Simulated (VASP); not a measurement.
Here is a VASP 6.6.1 calculation.

Contents of INCAR:

```
SYSTEM = NbAg3Te3
ALGO = Fast
EDIFF = 1E-6
ENCUT = 520
GGA = PE
ISIF = 2
ISMEAR = 0
LASPH = .TRUE.
LCHARG = .FALSE.
LREAL = .FALSE.
LWAVE = .FALSE.
NBANDS = 41
NELM = 100
PREC = Accurate
SIGMA = 0.2
```

File KPOINTS:

```
k-points
0
G
  3 3 4
  0 0 0
```

Contents of POSCAR:

```
NbAg3Te3
1.0
    8.9299578802     -0.0000000036      0.0000000000
   -4.4649789370      7.7335703808      0.0000000000
    0.0000000000      0.0000000000      5.0501186915
Nb Ag Te
1 3 3
Direct
    0.0000000000      0.0000000000      0.5000000000
    0.3333333333      0.6666666667      0.0000000000
    0.6666666667      0.3333333333      0.0000000000
    0.0000000000      0.0000000000      0.0000000000
    0.5000000000      0.0000000000      0.0000000000
    0.0000000000      0.5000000000      0.0000000000
    0.5000000000      0.5000000000      0.0000000000
```

Potentials or basis: VASP PAW PBE potentials, release 64 (Nb_sv, Ag, Te).

The run is started by

```sh
$ cat potpaw_PBE.64/Nb_sv/POTCAR potpaw_PBE.64/Ag/POTCAR potpaw_PBE.64/Te/POTCAR > POTCAR
$ mpirun -np 1 vasp_std > vasp.out
```

(1) Estimate the pressure.

(2) Predict the band gap on the k mesh.

Answers

(1) 0.3 GPa.

(2) zero (band 32 reaches 1.05 eV, above the bottom of band 33 at 0.68 eV).

Caveat: spin-orbit coupling is left out, which moves the levels of the heavy elements.
